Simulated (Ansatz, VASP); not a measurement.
# Two plane-wave programs on Ta5AlB2

File INCAR:

```
ALGO     = Normal         # electronic algorithm
EDIFF    = 1E-6           # SCF threshold, eV
ENCUT    = 500            # plane-wave cutoff, eV
GGA      = PE             # functional
GGA_COMPAT= False        
ISIF     = 2              # what is computed and relaxed
ISMEAR   = 0              # smearing method
LASPH    = True           # aspherical terms in the spheres
LCHARG   = True           # write CHGCAR
LELF     = True           # ELF
LREAL    = False          # projectors in reciprocal space
LVHAR    = True         
LWAVE    = False          # write WAVECAR
NBANDS   = 78             # bands
NELM     = 120            # most SCF steps
PREC     = Accurate       # precision mode
SIGMA    = 0.1            # smearing width, eV
```

KPOINTS

```
k-points
0
Gamma
  8 8 8
```

Contents of POSCAR:

```
Ta5AlB2
1.0
   -3.1473513010      3.1473513010      5.8829366950
    3.1473513010     -3.1473513010      5.8829366950
    3.1473513010      3.1473513010     -5.8829366950
Ta Al B
10 2 4
Direct
    0.8029942557      0.3029942557      0.8358972475
    0.5329029918      0.0329029918      0.8358972475
    0.1970057443      0.6970057443      0.1641027525
    0.4670970082      0.9670970082      0.1641027525
    0.3029942557      0.4670970082      0.5000000000
    0.0329029918      0.1970057443      0.5000000000
    0.6970057443      0.5329029918      0.5000000000
    0.9670970082      0.8029942557      0.5000000000
    0.5000000000      0.5000000000      0.0000000000
    0.0000000000      0.0000000000      0.0000000000
    0.2500000000      0.2500000000      0.0000000000
    0.7500000000      0.7500000000      0.0000000000
    0.6199607618      0.8800392382      0.5000000000
    0.3800392382      0.1199607618      0.5000000000
    0.1199607618      0.6199607618      0.7399215235
    0.8800392382      0.3800392382      0.2600784765
```

Input for Ansatz:

```yaml
crystal:
  lattice:
    - [-3.147351301, 3.147351301, 5.882936695]
    - [3.147351301, -3.147351301, 5.882936695]
    - [3.147351301, 3.147351301, -5.882936695]
  atoms:
    - { symbol: Ta, position: [0.8029942557, 0.3029942557, 0.8358972475] }
    - { symbol: Ta, position: [0.5329029918, 0.0329029918, 0.8358972475] }
    - { symbol: Ta, position: [0.1970057443, 0.6970057443, 0.1641027525] }
    - { symbol: Ta, position: [0.4670970082, 0.9670970082, 0.1641027525] }
    - { symbol: Ta, position: [0.3029942557, 0.4670970082, 0.5] }
    - { symbol: Ta, position: [0.0329029918, 0.1970057443, 0.5] }
    - { symbol: Ta, position: [0.6970057443, 0.5329029918, 0.5] }
    - { symbol: Ta, position: [0.9670970082, 0.8029942557, 0.5] }
    - { symbol: Ta, position: [0.5, 0.5, 0.0] }
    - { symbol: Ta, position: [0.0, 0.0, 0.0] }
    - { symbol: Al, position: [0.25, 0.25, 0.0] }
    - { symbol: Al, position: [0.75, 0.75, 0.0] }
    - { symbol: B, position: [0.6199607618, 0.8800392382, 0.5] }
    - { symbol: B, position: [0.3800392382, 0.1199607618, 0.5] }
    - { symbol: B, position: [0.1199607618, 0.6199607618, 0.7399215235] }
    - { symbol: B, position: [0.8800392382, 0.3800392382, 0.2600784765] }
basis:
  ecutwfc: 420
kpoints:
  mp_grid: { grid: [8, 8, 8] }
  band_path:
    path:
      - [[0.0, 0.0, 0.0], [0.0, 0.0, 0.5], [0.25, 0.25, 0.25], [0.0, 0.5, 0.0], [0.0, 0.0, 0.0], [0.5, 0.5, -0.5], [0.32155535, 0.67844465, -0.32155535]]
      - [[-0.32155535, 0.32155535, 0.32155535], [0.0, 0.0, 0.0]]
      - [[0.0, 0.0, 0.5], [-0.1431107, 0.1431107, 0.5]]
      - [[0.5, 0.5, -0.1431107], [0.5, 0.5, -0.5]]
    npoints: 10
hamiltonian:
  xc: pbe
scf:
  occupations: { method: gaussian, width: 0.1 }
  n_extra_bands: 40
output:
  forces: true
  stress: true
  eigenvalues: true
  populations: true
  dos: { projected: true, de: 0.02, nscf_kmesh: { grid: [10, 10, 10] } }
  bader: false
  write_density: true
  write_potential: true
  elf: true
  volumetric_format: npy
```

Alike in both runs: task single point; functional PBE; k mesh 8 × 8 × 8; occupations gaussian, width 0.1 eV; no spin polarisation.

```csv
,VASP,Ansatz
version,VASP 6.6.1,Ansatz 0.2.0
potentials or method,"VASP PAW PBE potentials, release 64 (Ta_pv, Al, B), cutoff 500 eV","scalar-relativistic, plane waves, PAW"
valence electrons in the cell,128,148
```

|  | VASP | Ansatz | Ansatz less VASP |
| --- | --- | --- | --- |
| gap on the k mesh at the Fermi level (eV) | none | none | - |
| pressure (GPa) | 0.2 | 0.0 | -0.19 |
| rms of the force components (eV/Å) | 0.006 | 0.002 | -0.0035 |

Atom by atom the forces differ by 0.004 eV/Å (rms over components). A gap of «none» marks a metal or a gap that the smearing closes. VASP's potentials hold 128 valence electrons a cell and Ansatz's 148, so a difference there can come from the potentials and not from the codes.

Neither program's run includes spin-orbit coupling.
